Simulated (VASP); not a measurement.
# W (Fm-3m) in VASP: further runs

The runs below take W through single point, with PBE.

Program: VASP 6.6.1. These are calculated values, not measurements. Logs are shortened: lines on timing, memory, paths and dates and some standing lists are left out, and cuts for length are marked.

## 1. The cell of the first run

The structure is cubic, space group Fm-3m (No. 225). The conventional cell has a = 3.991 Å, b = 3.991 Å, c = 3.991 Å, α = 90.00°, β = 90.00°, γ = 90.00°. Within 3.7 Å of W (site symmetry m-3m) lie 12 W at 2.82 Å.

## 2. Single point, PBE (volume scaled by 0.95)

File INCAR:

```
SYSTEM = W
  PREC = Accurate
  ENCUT = 520
  EDIFF = 1E-6
  ISMEAR = -1
  SIGMA = 0.05
  LREAL = .False.
  LASPH = .True.
  NELM = 60
  ALGO = Normal
  ISIF = 2
  LWAVE = .False.
  LCHARG = .True.
  GGA = PE
  LELF = .True.
  LVHAR = .True.
  NBANDS = 13
```

File KPOINTS:

```
regular mesh
0
Gamma
  14 14 14
  0 0 0
```

File POSCAR:

```
W
1.0
    0.0000000000      1.9955865722      1.9955865722
    1.9955865722      0.0000000000      1.9955865722
    1.9955865722      1.9955865722      0.0000000000
W
1
Direct
    0.0000000000      0.0000000000      0.0000000000
```

Potentials or basis: VASP PAW PBE potentials, release 64 (W_sv).

Launch:

```
cat potpaw_PBE.64/W_sv/POTCAR > POTCAR
mpirun -np 1 vasp_std > vasp.out
```

OUTCAR:

```text
SYSTEM = W
   PREC = Accurate
   ENCUT = 520
   EDIFF = 1E-6
   ISMEAR = -1
   LREAL = .False.
   LASPH = .True.
   NELM = 60
   ISIF = 2
   GGA = PE

 ion  position               nearest neighbor table
   1  0.000  0.000  0.000-

  LATTYP: Found a face centered cubic cell.
 ALAT       =     3.9911731444

  Lattice vectors:

 A1 = (   0.0000000000,   1.9955865722,   1.9955865722)
 A2 = (   1.9955865722,   0.0000000000,   1.9955865722)
 A3 = (   1.9955865722,   1.9955865722,   0.0000000000)

Analysis of symmetry for initial positions (statically):
=====================================================================
 Subroutine PRICEL returns:
 Original cell was already a primitive cell.

 Routine SETGRP: Setting up the symmetry group for a
 face centered cubic supercell.

 Subroutine GETGRP returns: Found 48 space group operations
 (whereof 48 operations were pure point group operations)
 out of a pool of 48 trial point group operations.

The static configuration has the point symmetry O_h .

Analysis of symmetry for dynamics (positions and initial velocities):
=====================================================================
 Subroutine PRICEL returns:
 Original cell was already a primitive cell.

 Routine SETGRP: Setting up the symmetry group for a
 face centered cubic supercell.

 Subroutine GETGRP returns: Found 48 space group operations
 (whereof 48 operations were pure point group operations)
 out of a pool of 48 trial point group operations.

The dynamic configuration has the point symmetry O_h .

 Subroutine INISYM returns: Found 48 space group operations
 (whereof 48 operations are pure point group operations),
 and found     1 'primitive' translations

----------------------------------------------------------------------------------------

                                     Primitive cell

  volume of cell :      15.8943

  direct lattice vectors                    reciprocal lattice vectors
     0.000000000  1.995586572  1.995586572    -0.250552899  0.250552899  0.250552899
     1.995586572  0.000000000  1.995586572     0.250552899 -0.250552899  0.250552899
     1.995586572  1.995586572  0.000000000     0.250552899  0.250552899 -0.250552899

  length of vectors
[... 79 lines left out ...]
   NELM   =     60;   NELMIN=  2; NELMDL= -5     # of ELM steps
   EDIFF  = 0.1E-05   stopping-criterion for ELM
   LREAL  =      F    real-space projection
   EDIFFG = 0.1E-04   stopping-criterion for IOM
   NSW    =      0    number of steps for IOM
   IBRION =     -1    ionic relax: 0-MD 1-quasi-New 2-CG
   NFREE  =      0    steps in history (QN), initial steepest desc. (CG)
   ISIF   =      2    stress and relaxation
   ISYM   =      2    0-nonsym 1-usesym 2-fastsym
   POTIM  = 0.5000    time-step for ionic-motion
   TEBEG  =    0.0;   TEEND  =   0.0 temperature during run
   PSTRESS=    0.0 pullay stress
   NELECT =      14.0000    total number of electrons
   NUPDOWN=      -1.0000    fix difference up-down
   EMIN   =  10.00;   EMAX   =-10.00  energy-range for DOS
   EFERMI =   0.00;   METHOD = LEGACY
   ISMEAR =    -1;   SIGMA  =   0.05  broadening in eV -4-tet -1-fermi 0-gaus
   EFERMI_NEDOS =   21; number of points for ismear=-14 and -15
   IALGO  =     38    algorithm
   IMIX   =      4    mixing-type and parameters
     AMIX     =   0.40;   BMIX     =  1.00
     AMIX_MAG =   1.60;   BMIX_MAG =  1.00
  volume/ion in A,a.u.               =      15.89       107.26
  Fermi-wavevector in a.u.,A,eV,Ry     =   1.569291  2.965531 33.506736  2.462676
  Thomas-Fermi vector in A             =   2.671196
   LORBIT       =      0    0 simple, 1 ext, 2 COOP (PROOUT), +10 PAW based schemes
   GGA     = PE    functional components
   LHFCALC =     F    Hartree Fock is set to
   AEXX    =    0.0000 exact exchange contribution
   IVDW    =     0    specifies the selected vdW correction
   LEPSILON=     F    determine dielectric tensor
   LRPA    =     F    only Hartree local field effects (RPA)
 non-spin polarized calculation
  energy-cutoff  :      520.00
  volume of cell :       15.89
 maximum number of plane-waves:       444
 NGX is ok and might be reduce to    24
   NGX = 11   NGY = 11   NGZ = 11

 number of electron      14.0000000 magnetization

 Free energy of the ion-electron system (eV)
  ---------------------------------------------------
  ext. energy  EPLUGINS =         0.00000000
  ---------------------------------------------------
  free energy    TOTEN  =       -12.45747054 eV

  energy without entropy =      -12.44756124  energy(sigma->0) =      -12.45251589

 E-fermi :  10.9099     XC(G=0): -13.6150

 val. band max:       10.9034705924   @ k =  -0.1429   0.0714   0.0000
 cond. band min:      10.9338675127   @ k =   0.2143   0.1429   0.0714
 fundamental gap:      0.0303969204
 Fermi energy:        10.9098714029

 k-point     1 :       0.0000    0.0000    0.0000
  band No.  band energies     occupation
      1     -62.6781      2.00000
      2     -26.2656      2.00000
      3     -26.2656      2.00000
      4     -26.2656      2.00000
      5       1.7756      2.00000
      6      10.3364      1.99998
      7      10.3364      1.99998
      8      10.3364      1.99998
      9      13.6081      0.00000
     10      13.6081      0.00000
     11      23.7592      0.00000
     12      29.1382      0.00000
     13      29.1382      0.00000
[... 354 lines left out ...]
  band No.  band energies     occupation
      1     -62.6053      2.00000
      2     -26.9173      2.00000
      3     -26.4411      2.00000
      4     -26.4282      2.00000
      5       4.5828      2.00000
      6       8.5315      2.00000
      7      10.5313      1.99897
      8      11.5503      0.00001
      9      12.9875      0.00000
     10      14.7065      0.00000
     11      25.7570      0.00000
     12      28.8544      0.00000
     13      31.2092      0.00000

 [... further k-points ...]
[... 5 lines left out ...]
  --------------------------------------------------------------------------------------
  -------------------------------------------------------------------------------------
  Total        1.1004354      1.1004354      1.1004354     -0.0000000     -0.0000000      0.0000000
  in kB      110.9260213    110.9260213    110.9260213     -0.0000000     -0.0000000      0.0000000
  external PRESSURE =     110.9260213 kB  Pullay stress =       0.0000000 kB

 VOLUME and BASIS-vectors are now :
 -----------------------------------------------------------------------------
  energy-cutoff  :      520.00
  volume of cell :       15.89
      direct lattice vectors                 reciprocal lattice vectors
     0.000000000  1.995586572  1.995586572    -0.250552899  0.250552899  0.250552899
     1.995586572  0.000000000  1.995586572     0.250552899 -0.250552899  0.250552899
     1.995586572  1.995586572  0.000000000     0.250552899  0.250552899 -0.250552899

 POSITION                                       TOTAL-FORCE (eV/Angst)
 -----------------------------------------------------------------------------------
      0.00000      0.00000      0.00000        -0.000000     -0.000000      0.000000
 -----------------------------------------------------------------------------------
    total drift:                               -0.000000      0.000000     -0.000000

  FREE ENERGIE OF THE ION-ELECTRON SYSTEM (eV)
  ---------------------------------------------------
  free  energy   TOTEN  =       -12.4574705370 eV

  energy  without entropy=      -12.4475612375  energy(sigma->0) =      -12.45251589
```

OSZICAR:

```text
N       E                     dE             d eps       ncg     rms          rms(c)
DAV:   1     0.861293381321E+02    0.86129E+02   -0.74452E+03  2712   0.122E+03
DAV:   2    -0.113371978153E+02   -0.97467E+02   -0.93692E+02  2999   0.317E+02
DAV:   3    -0.130405534583E+02   -0.17034E+01   -0.16915E+01  3054   0.405E+01
DAV:   4    -0.130481624092E+02   -0.76090E-02   -0.76087E-02  3034   0.294E+00
DAV:   5    -0.130482271393E+02   -0.64730E-04   -0.64728E-04  3039   0.257E-01    0.202E+01
DAV:   6    -0.125820438261E+02    0.46618E+00   -0.39053E-01  2894   0.834E+00    0.813E+00
DAV:   7    -0.124616838754E+02    0.12036E+00   -0.19808E-01  3014   0.561E+00    0.493E-01
DAV:   8    -0.124574724585E+02    0.42114E-02   -0.39508E-03  2739   0.817E-01    0.548E-02
DAV:   9    -0.124574720864E+02    0.37212E-06   -0.65642E-05  3205   0.947E-02    0.435E-02
DAV:  10    -0.124574699518E+02    0.21346E-05   -0.10577E-05  2839   0.437E-02    0.457E-03
DAV:  11    -0.124574705370E+02   -0.58524E-06   -0.14485E-07  1797   0.492E-03
   1 F= -.12457471E+02 E0= -.12452516E+02  d E =-.990930E-02
```

Run time: 9.3 s. Hardware: 1 thread of Intel Xeon Platinum 8488C (Sapphire Rapids), shared host; peak memory 0.15 GiB.

What came out:

- Free energy: -12.4575 eV
- Pressure: 11.1 GPa
- Band gap on the k mesh: zero (band 7 reaches 14.17 eV, above the bottom of band 8 at 10.34 eV)

Caveat: spin-orbit coupling is left out, which moves the levels of the heavy elements.

## 3. Single point, PBE (volume scaled by 0.975)

File INCAR:

```
PREC = Accurate
ENCUT = 520
EDIFF = 1E-6
ISMEAR = -1
SIGMA = 0.05
LREAL = False
LASPH = True
NELM = 80
ALGO = Normal
ISIF = 2
LWAVE = False
LCHARG = False
GGA = PE
NBANDS = 13
```

File KPOINTS:

```
regular mesh
0
Gamma
  14 14 14
```

File POSCAR:

```
W
1.0
    0.0000000000      2.0129403699      2.0129403699
    2.0129403699      0.0000000000      2.0129403699
    2.0129403699      2.0129403699      0.0000000000
W
1
Direct
    0.0000000000      0.0000000000      0.0000000000
```

Potentials or basis: VASP PAW PBE potentials, release 64 (W_sv).

Launch:

```
cat potpaw_PBE.64/W_sv/POTCAR > POTCAR
mpirun -np 1 vasp_std > vasp.out
```

OUTCAR:

```text
PREC = Accurate
   ENCUT = 520
   EDIFF = 1E-6
   ISMEAR = -1
   LREAL = False
   LASPH = True
   NELM = 80
   ISIF = 2
   GGA = PE

 ion  position               nearest neighbor table
   1  0.000  0.000  0.000-

  LATTYP: Found a face centered cubic cell.
 ALAT       =     4.0258807398

  Lattice vectors:

 A1 = (   0.0000000000,   2.0129403699,   2.0129403699)
 A2 = (   2.0129403699,   0.0000000000,   2.0129403699)
[... 553 lines left out ...]
      3     -26.8736      2.00000
      4     -26.8617      2.00000
      5       4.2907      2.00000
      6       8.2586      2.00000
      7      10.2032      1.99817
      8      11.1795      0.00001
      9      12.5644      0.00000
     10      14.2206      0.00000
     11      25.2218      0.00000
     12      28.2138      0.00000
     13      30.4791      0.00000

 [... further k-points ...]
[... 5 lines left out ...]
  --------------------------------------------------------------------------------------
  -------------------------------------------------------------------------------------
  Total        0.2976725      0.2976725      0.2976725      0.0000000     -0.0000000      0.0000000
  in kB       29.2365782     29.2365782     29.2365782      0.0000000     -0.0000000      0.0000000
  external PRESSURE =      29.2365782 kB  Pullay stress =       0.0000000 kB

 VOLUME and BASIS-vectors are now :
 -----------------------------------------------------------------------------
  energy-cutoff  :      520.00
  volume of cell :       16.31
      direct lattice vectors                 reciprocal lattice vectors
     0.000000000  2.012940370  2.012940370    -0.248392852  0.248392852  0.248392852
     2.012940370  0.000000000  2.012940370     0.248392852 -0.248392852  0.248392852
     2.012940370  2.012940370  0.000000000     0.248392852  0.248392852 -0.248392852

 POSITION                                       TOTAL-FORCE (eV/Angst)
 -----------------------------------------------------------------------------------
      0.00000      0.00000      0.00000         0.000000      0.000000      0.000000
 -----------------------------------------------------------------------------------
    total drift:                               -0.000000      0.000000      0.000000

  FREE ENERGIE OF THE ION-ELECTRON SYSTEM (eV)
  ---------------------------------------------------
  free  energy   TOTEN  =       -12.4757710173 eV

  energy  without entropy=      -12.4655066747  energy(sigma->0) =      -12.47063885
```

Run time: 9.2 s. Hardware: 1 thread of Intel Xeon Platinum 8488C (Sapphire Rapids), shared host; peak memory 0.15 GiB.

Results:

```yaml
Free_energy: -12.4758 eV
Pressure: 2.9 GPa
Band_gap_on_the_k_mesh: zero (band 7 reaches 13.65 eV, above the bottom of band 8 at 10.01 eV)
```

Caveat: spin-orbit coupling is left out, which moves the levels of the heavy elements.

## 4. Single point, PBE (volume scaled by 1.025)

File INCAR:

```
PREC = Accurate ; ENCUT = 520
EDIFF = 1E-6 ; ISMEAR = -1
SIGMA = 0.05 ; LREAL = F
LASPH = T ; NELM = 100
ALGO = Normal ; ISIF = 2
LWAVE = F ; LCHARG = F
GGA = PE ; NBANDS = 13
```

File KPOINTS:

```
Automatic mesh
0
Gamma
  14 14 14
```

File POSCAR:

```
W
1.0
    0.0000000000      2.0467776204      2.0467776204
    2.0467776204      0.0000000000      2.0467776204
    2.0467776204      2.0467776204      0.0000000000
W
1
Direct
    0.0000000000      0.0000000000      0.0000000000
```

Launch:

```
cat potpaw_PBE.64/W_sv/POTCAR > POTCAR
mpirun -np 1 vasp_std > vasp.out
```

It took 9.2 s on 1 thread of Intel Xeon Platinum 8488C (Sapphire Rapids), shared host; peak memory 0.15 GiB.

The run converged. Its results:

| Quantity | Value |
| --- | --- |
| Free energy | -12.4548 eV |
| Pressure | -10.5 GPa |
| Band gap on the k mesh | zero (band 7 reaches 12.71 eV, above the bottom of band 8 at 9.39 eV) |

Levels at points of the mesh, in eV from the Fermi level:
| k point | band 4 | band 5 | band 6 | band 7 | band 8 | band 9 | band 10 | band 11 |
| --- | --- | --- | --- | --- | --- | --- | --- | --- |
| (0.00, 0.00, 0.00) | -37.43 | -8.75 | -0.50 | -0.50 | -0.50 | 2.44 | 2.44 | 12.74 |
| (0.50, 0.00, 0.00) | -37.57 | -5.36 | -0.70 | -0.70 | 0.52 | 4.75 | 4.75 | 9.65 |
| (0.50, 0.50, 0.00) | -37.79 | -5.17 | -4.24 | 2.83 | 4.72 | 5.43 | 5.43 | 11.38 |

Caveat: spin-orbit coupling is left out, which moves the levels of the heavy elements.

## 5. Overview

| cell | gap on the mesh (eV) | pressure (GPa) |
| --- | --- | --- |
| a = 2.822 Å, angles 60.0°, 1 atom | none | 11.1 |
| a = 2.847 Å, angles 60.0°, 1 atom | none | 2.9 |
| a = 2.895 Å, angles 60.0°, 1 atom | none | -10.5 |

Alike in all rows: task single point; level PBE; potentials or basis VASP PAW PBE potentials, release 64 (W_sv); no spin polarisation; k mesh 14 × 14 × 14; cutoff (eV) 520; smearing fermi-dirac 0.05 eV.

Caveats: spin-orbit coupling is left out, which moves the levels of the heavy elements.

Absolute energies hang on the potentials; compare differences alone.
